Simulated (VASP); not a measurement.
Set up this calculation in VASP 6.6.1, as the native input.

- Task: single point
- Functional: HSE06
- Potentials or basis: VASP PAW PBE potentials, release 64 (Si, C)
- Cutoff: 520 eV
- k mesh: 8 × 8 × 8
- Occupations: gaussian, width 0.02 eV
- Spin: no spin polarisation
- Dipole correction: no
- Grid for exact exchange (PRECFOCK): Normal
- Further INCAR settings: ALGO = Normal; EDIFF = 1e-06; NBANDS = 11
- Screening parameter: 0.2079 1/Å

The system is SiC.

```
Si C
1.0
     0.00000    2.17420    2.17420
     2.17420    0.00000    2.17420
     2.17420    2.17420    0.00000
Si C
1 1
Cartesian
  0.0000 0.0000 0.0000
  1.0871 1.0871 1.0871
```

This cell differs from its parent crystal: volume scaled by 1.000 of the coarse rest volume.

These files were run (other wordings do the same):

POSCAR

```
SiC
1.0
    0.0000000000      2.1742000000      2.1742000000
    2.1742000000      0.0000000000      2.1742000000
    2.1742000000      2.1742000000      0.0000000000
Si C
1 1
Direct
    0.0000000000      0.0000000000      0.0000000000
    0.2500000000      0.2500000000      0.2500000000
```

INCAR.step1

```
SYSTEM = SiC
  ALGO = Normal
  EDIFF = 1E-5
  ENCUT = 520
  GGA = PE
  ISIF = 2
  ISMEAR = 0
  LASPH = .TRUE.
  LCHARG = .FALSE.
  LREAL = .FALSE.
  LWAVE = .TRUE.
  NBANDS = 11
  NELM = 100
  PREC = Accurate
  SIGMA = 0.02
```

INCAR.step2

```
SYSTEM = SiC
  ALGO = Normal
  EDIFF = 1E-6
  ENCUT = 520
  GGA = PE
  HFSCREEN = 0.2079
  ISIF = 2
  ISMEAR = 0
  ISTART = 1
  LASPH = .TRUE.
  LCHARG = .FALSE.
  LHFCALC = .TRUE.
  LREAL = .FALSE.
  LWAVE = .FALSE.
  NBANDS = 11
  NELM = 100
  PREC = Accurate
  PRECFOCK = Normal
  SIGMA = 0.02
```

KPOINTS

```
k-points
0
G
  8 8 8
  0 0 0
```

Potentials or basis: VASP PAW PBE potentials, release 64 (Si, C).

Run with:

```bash
$ cat potpaw_PBE.64/Si/POTCAR potpaw_PBE.64/C/POTCAR > POTCAR
$ cp INCAR.step1 INCAR
$ mpirun -np 1 vasp_std > vasp.out
$ cp INCAR.step2 INCAR
$ mpirun -np 1 vasp_std > vasp.out
```

Results of the run:

* Pressure: -0.3 GPa
* Band gap on the k mesh: 2.23 eV, indirect (least direct gap 5.74 eV)

Caveat: the PAW data sets were made with another functional, which shifts forces and pressure a little.

It took 13 min on 1 thread of Intel(R) Xeon(R) 6975P-C (Granite Rapids) (shared host), peak memory 0.25 GiB.
